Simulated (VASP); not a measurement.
Bi: single point with PBE

The system is Bi, a slab with vacuum.

```
Bi
1.0
     3.53933    0.00000    0.00000
    -1.76967    3.06515    0.00000
     0.00000    0.00000   18.92170
Bi
2
Direct
  0.83333 0.16667 0.43001
  0.16667 0.83333 0.56999
```

```yaml
Program: VASP 6.6.1
Task: single point
Functional: PBE
Potentials_or_basis: VASP PAW PBE potentials, release 64 (Bi_d)
Cutoff: 520 eV
k_mesh: 12 × 12 × 1
Occupations: fermi-dirac, width 0.08 eV
Spin: no spin polarisation
```

```json
{
 "Largest force": "0.004 eV/Å",
 "Band gap on the k mesh": "zero (band 15 reaches 2.95 eV, above the bottom of band 16 at -1.67 eV)"
}
```

Forces on the atoms (eV/Å):
```
Bi   0.000  0.000 -0.004
Bi   0.000  0.000  0.004
```

Levels at points of the mesh, in eV from the Fermi level:
| k point | band 13 | band 14 | band 15 | band 16 | band 17 | band 18 |
| --- | --- | --- | --- | --- | --- | --- |
| (0.00, 0.00, 0.00) | -3.69 | 0.37 | 3.12 | 3.55 | 3.55 | 3.89 |
| (0.50, 0.00, 0.00) | -4.63 | -3.75 | -0.34 | 0.72 | 1.13 | 2.80 |

It took 58 s on 1 thread of AMD EPYC 9R45 96-Core Processor (Zen 5) (shared host), peak memory 0.31 GiB.

Caveat: spin-orbit coupling is left out, which moves the levels of the heavy elements.
